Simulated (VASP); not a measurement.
# TmI4 (Im-3m) in VASP: further runs, part 2 of 2

VASP 6.6.1.

## 3. Relaxation of cell and atoms, PBE

File INCAR:

```
PREC     = Accurate       # precision mode
ENCUT    = 500            # plane-wave cutoff, eV
EDIFF    = 1E-7           # SCF threshold, eV
ISMEAR   = 0              # smearing method
SIGMA    = 0.2            # smearing width, eV
LREAL    = False          # projectors in reciprocal space
LASPH    = True           # aspherical terms in the spheres
NELM     = 200            # most SCF steps
ALGO     = Normal         # electronic algorithm
ISIF     = 3              # what is computed and relaxed
LWAVE    = False          # write WAVECAR
LCHARG   = False          # write CHGCAR
GGA      = PE             # functional
IBRION   = 2              # ionic algorithm
NSW      = 36             # ionic steps
EDIFFG   = -0.08          # ionic threshold
GGA_COMPAT= False        
NELMIN   = 4            
LMAXMIX  = 6              # l up to which the mixer works
```

File KPOINTS:

```
regular mesh
0
Gamma
  3 3 3
```

File POSCAR:

```
TmI4
1.0
   -3.6917460300      3.6917460300      3.6917460300
    3.6917460300     -3.6917460300      3.6917460300
    3.6917460300      3.6917460300     -3.6917460300
Tm I
1 4
Direct
    0.0000000000      0.0000000000      0.0000000000
    0.0000000000      0.0000000000      0.5000000000
    0.0000000000      0.5000000000      0.0000000000
    0.5000000000      0.0000000000      0.0000000000
    0.5000000000      0.5000000000      0.5000000000
```

Potentials or basis: VASP PAW PBE potentials, release 64 (Tm_3, I), 4f in core.

Launch:

```console
$ cat potpaw_PBE.64/Tm_3/POTCAR potpaw_PBE.64/I/POTCAR > POTCAR
$ mpirun -np 1 vasp_std > vasp.out
```

OUTCAR:

```text
PREC = Accurate
   ENCUT = 500
   EDIFF = 1E-7
   ISMEAR = 0
   LREAL = False
   LASPH = True
   NELM = 200
   ISIF = 3
   GGA = PE
   IBRION = 2
   NSW = 36
   EDIFFG = -0.08
   NELMIN = 4

 ion  position               nearest neighbor table
   1  0.000  0.000  0.000-   2 3.20   3 3.20   4 3.20   5 3.20   2 3.20   3 3.20   4 3.20   5 3.20

   2  0.000  0.000  0.500-   1 3.20   1 3.20
   3  0.000  0.500  0.000-   1 3.20   1 3.20
   4  0.500  0.000  0.000-   1 3.20   1 3.20
   5  0.500  0.500  0.500-   1 3.20   1 3.20

  LATTYP: Found a body centered cubic cell.
 ALAT       =     7.3834920600

  Lattice vectors:

 A1 = (  -3.6917460300,   3.6917460300,   3.6917460300)
 A2 = (   3.6917460300,  -3.6917460300,   3.6917460300)
 A3 = (   3.6917460300,   3.6917460300,  -3.6917460300)

Analysis of symmetry for initial positions (statically):
=====================================================================
 Subroutine PRICEL returns:
 Original cell was already a primitive cell.

 Routine SETGRP: Setting up the symmetry group for a
 body centered cubic supercell.
[... 204 lines left out ...]

 val. band max:        2.4659707635   @ k =  -0.3333   0.3333   0.3333
 cond. band min:       2.8868778362   @ k =   0.3333   0.0000   0.0000
 fundamental gap:      0.4209070727
 Fermi energy:         2.8612820774

 k-point     1 :       0.0000    0.0000    0.0000
  band No.  band energies     occupation
      1     -24.0927      2.00000
      2     -24.0927      2.00000
      3     -24.0927      2.00000
      4     -10.1204      2.00000
      5      -9.0477      2.00000
      6      -9.0477      2.00000
[... 89 lines left out ...]
     21       5.0914      0.00000
     22       6.1842      0.00000

------------------------ aborting loop because EDIFF is reached ----------------------------------------

  FORCE on cell =-STRESS in cart. coord.  units (eV):
  Direction    XX          YY          ZZ          XY          YZ          ZX
  --------------------------------------------------------------------------------------
  -------------------------------------------------------------------------------------
  Total       -0.0476325     -0.0476325     -0.0476325      0.0000000     -0.0000000      0.0000000
  in kB       -0.3735866     -0.3735866     -0.3735866      0.0000000     -0.0000000      0.0000000
  external PRESSURE =      -0.3735866 kB  Pullay stress =       0.0000000 kB

 VOLUME and BASIS-vectors are now :
 -----------------------------------------------------------------------------
  energy-cutoff  :      500.00
  volume of cell :      204.28
      direct lattice vectors                 reciprocal lattice vectors
    -3.710116107  3.710116107  3.710116107     0.000000000  0.134766672  0.134766672
     3.710116107 -3.710116107  3.710116107     0.134766672  0.000000000  0.134766672
     3.710116107  3.710116107 -3.710116107     0.134766672  0.134766672  0.000000000

 POSITION                                       TOTAL-FORCE (eV/Angst)
 -----------------------------------------------------------------------------------
      3.71012      3.71012      3.71012        -0.000000     -0.000000     -0.000000
      5.56517     -1.85506      1.85506         0.000000     -0.000000     -0.000000
      1.85506      5.56517      1.85506        -0.000000      0.000000      0.000000
     -1.85506      1.85506      1.85506        -0.000000      0.000000     -0.000000
      1.85506      1.85506      1.85506         0.000000      0.000000      0.000000
 -----------------------------------------------------------------------------------
    total drift:                               -0.000000      0.000000     -0.000000

  FREE ENERGIE OF THE ION-ELECTRON SYSTEM (eV)
  ---------------------------------------------------
  free  energy   TOTEN  =       -14.0501522507 eV

  energy  without entropy=      -13.9804455667  energy(sigma->0) =      -14.01529891

 reached required accuracy - stopping structural energy minimisation
```

OSZICAR:

```text
N       E                     dE             d eps       ncg     rms          rms(c)
DAV:   1     0.293496197979E+03    0.29350E+03   -0.13862E+04   176   0.135E+03
DAV:   2     0.212078891471E+02   -0.27229E+03   -0.26721E+03   260   0.360E+02
DAV:   3    -0.120582596278E+02   -0.33266E+02   -0.32798E+02   218   0.888E+01
[... 18 lines left out ...]
DAV:   5    -0.140501410276E+02    0.12855E-03   -0.43678E-04   258   0.165E-01    0.727E-02
DAV:   6    -0.140501508913E+02   -0.98637E-05   -0.36820E-05   238   0.357E-02    0.125E-02
DAV:   7    -0.140501511992E+02   -0.30789E-06   -0.18811E-06   248   0.102E-02    0.698E-03
DAV:   8    -0.140501522299E+02   -0.10307E-05   -0.71381E-07   242   0.490E-03    0.171E-03
DAV:   9    -0.140501522507E+02   -0.20764E-07   -0.19076E-07   166   0.289E-03
   2 F= -.14050152E+02 E0= -.14015299E+02  d E =-.344528E-02
```

CONTCAR:

```text
TmI4
   1.00000000000000
    -3.7101161073835383    3.7101161073835383    3.7101161073835383
     3.7101161073835383   -3.7101161073835383    3.7101161073835383
     3.7101161073835383    3.7101161073835383   -3.7101161073835383
  Tm              I
     1     4
Direct
     1.0000000000000000    1.0000000000000000    1.0000000000000000
     0.0000000000000000    1.0000000000000000    0.5000000000000000
     1.0000000000000000    0.5000000000000000    1.0000000000000000
     0.5000000000000000    0.0000000000000000    0.0000000000000000
     0.5000000000000000    0.5000000000000000    0.5000000000000000

  0.00000000E+00  0.00000000E+00  0.00000000E+00
  0.00000000E+00  0.00000000E+00  0.00000000E+00
  0.00000000E+00  0.00000000E+00  0.00000000E+00
  0.00000000E+00  0.00000000E+00  0.00000000E+00
  0.00000000E+00  0.00000000E+00  0.00000000E+00
```

It took 33 s on 1 thread of AMD EPYC 9R45 (Zen 5), shared host; peak memory 0.3 GiB.

Results:

```yaml
Free_energy: -14.0502 eV
Relaxed_volume: 40.86 Å³/atom
Relaxed_cell: a = 6.426 Å, b = 6.426 Å, c = 6.426 Å, α = 109.47°, β = 109.47°, γ = 109.47°
Space_group_after_relaxing_to_0.1_Å: Im-3m (No. 229)
Energy_gained_by_relaxing: 0.7 meV/atom
Ionic_steps: 2
Pressure_after_relaxing: 0.0 GPa
Band_gap_on_the_k_mesh: zero (an odd number of electrons rules out a gap without spin polarisation)
```

The path:
```csv
step,energy change (eV),largest force (eV/Å),pressure (GPa),volume (Å³)
1,0.0000,0.0000,0.41,201.26
2,-0.0034,0.0000,-0.04,204.28
```

Final structure:
```
CELL_PARAMETERS angstrom
-3.71012 3.71012 3.71012
3.71012 -3.71012 3.71012
3.71012 3.71012 -3.71012
ATOMIC_POSITIONS crystal
Tm 0.00000 0.00000 0.00000
I 0.00000 0.00000 0.50000
I 0.00000 0.50000 0.00000
I 0.50000 0.00000 0.00000
I 0.50000 0.50000 0.50000
```

Caveat: the k points lie up to 0.40 Å⁻¹ apart in the final cell, too coarse for converged energies and pressures of a metal; spin-orbit coupling is left out, which moves the levels of the heavy elements; the 4f electrons are frozen in the core, so they carry no moment and show no levels; an odd number of electrons without spin polarisation forces a metal; a magnetic or distorted state may lie lower; the run has no spin polarisation, though such a crystal can be magnetic. Spin polarisation is off, so any magnetic state and its effect on volume and gap are missing.

The gap in the log of VASP goes by the Fermi energy; the results here count the filled bands.